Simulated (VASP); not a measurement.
Input of a VASP 6.6.1 run:

INCAR

```
PREC = Accurate
ENCUT = 520
EDIFF = 1E-7
ISMEAR = 0
SIGMA = 0.1
LREAL = False
LASPH = True
NELM = 100
ALGO = Normal
ISIF = 2
LWAVE = False
LCHARG = False
GGA = PE
NBANDS = 12
```

Contents of KPOINTS:

```
Automatic mesh
0
Gamma
  16 16 16
```

The input POSCAR:

```
Ga
1.0
    0.0000000000      2.1154471951      2.1154471951
    2.1154471951      0.0000000000      2.1154471951
    2.1154471951      2.1154471951      0.0000000000
Ga
1
Direct
    0.0000000000      0.0000000000      0.0000000000
```

Potentials or basis: VASP PAW PBE potentials, release 64 (Ga_d).

The run is started by

```console
$ cat potpaw_PBE.64/Ga_d/POTCAR > POTCAR
$ mpirun -np 1 vasp_std > vasp.out
```

Question: What does it give for the pressure?

Answer: 0.1 GPa.
